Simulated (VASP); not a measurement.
Wanted: the native input for a VASP 6.6.1 run.

```yaml
Task: single point
Functional: RPBE
Potentials_or_basis: VASP PAW PBE potentials, release 64 (Cr_pv)
Cutoff: 520 eV
k_mesh: 10 × 10 × 15
Occupations: fermi-dirac, width 0.1 eV
Spin: no spin polarisation
Dipole_correction: no
Further_INCAR_settings: ALGO = Normal; EDIFF = 1e-06; NBANDS = 25
```

The structure of Cr lies in POSCAR:

```
Cr
1.0
    4.3728402346      0.0000000000      0.0000000000
   -2.1864201173      3.7869907299      0.0000000000
    0.0000000000      0.0000000000      2.3693848532
Cr
3
Direct
    1.0000000000      0.0000000000      0.0000000000
    0.3333333333      0.6666666667      0.5000000000
    0.6666666667      0.3333333333      0.5000000000
```

This cell differs from its parent crystal: volume scaled by 1.08.

One way to write it, as run:

INCAR

```
  PREC = Accurate
  ENCUT = 520
  EDIFF = 1E-6
  ISMEAR = -1
  SIGMA = 0.1
  LREAL = F
  LASPH = T
  NELM = 100
  ALGO = Normal
  ISIF = 2
  LWAVE = F
  LCHARG = T
  GGA = RP
  LELF = T
  LVHAR = T
  NBANDS = 25
```

KPOINTS

```
Automatic mesh
0
Gamma
  10 10 15
```

Potentials or basis: VASP PAW PBE potentials, release 64 (Cr_pv).

The run is started by

```sh
$ cat potpaw_PBE.64/Cr_pv/POTCAR > POTCAR
$ mpirun -np 1 vasp_std > vasp.out
```

It gave:

The pressure is -14.7 GPa. The band gap on the k mesh is zero (band 18 reaches 9.63 eV, above the bottom of band 19 at 9.10 eV).

Caveat: the PAW data sets were made with another functional, which shifts forces and pressure a little; the run has no spin polarisation, though such a crystal can be magnetic.

Wall time 44 s on 1 thread of Intel(R) Xeon(R) 6975P-C (Granite Rapids), with other jobs on the host, peak memory 0.21 GiB.
